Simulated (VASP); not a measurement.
Al:

```
CELL_PARAMETERS angstrom
-1.59122 1.59122 1.59122
1.59122 -1.59122 1.59122
1.59122 1.59122 -1.59122
ATOMIC_POSITIONS crystal
Al 0.00000 0.00000 0.00000
```

This isn't the form of Al at room conditions, which is fcc.

Base run:

| Property | Result |
| --- | --- |
| Program | VASP 6.6.1 |
| Functional | r2SCAN |
| Potentials or basis | VASP PAW PBE potentials, release 64 (Al) |
| Cutoff | 550 eV |
| k mesh | 8 × 8 × 8 |
| Occupations | fermi-dirac, width 0.15 eV |
| Spin | no spin polarisation |

Its results: band gap on the k mesh zero (an odd number of electrons rules out a gap without spin polarisation); pressure 0.1 GPa.

Q: After a change of settings the same cell gave: band gap on the k mesh zero (an odd number of electrons rules out a gap without spin polarisation); pressure 1.0 GPa. Which change was it?
A. k mesh from 8 × 8 × 8 to 12 × 12 × 12
B. k mesh from 8 × 8 × 8 to 6 × 6 × 6
C. k mesh from 8 × 8 × 8 to 4 × 4 × 4

A: B.

Caveats: some runs use coarse meshes; the PAW data sets were made with another functional, which shifts forces and pressure a little.
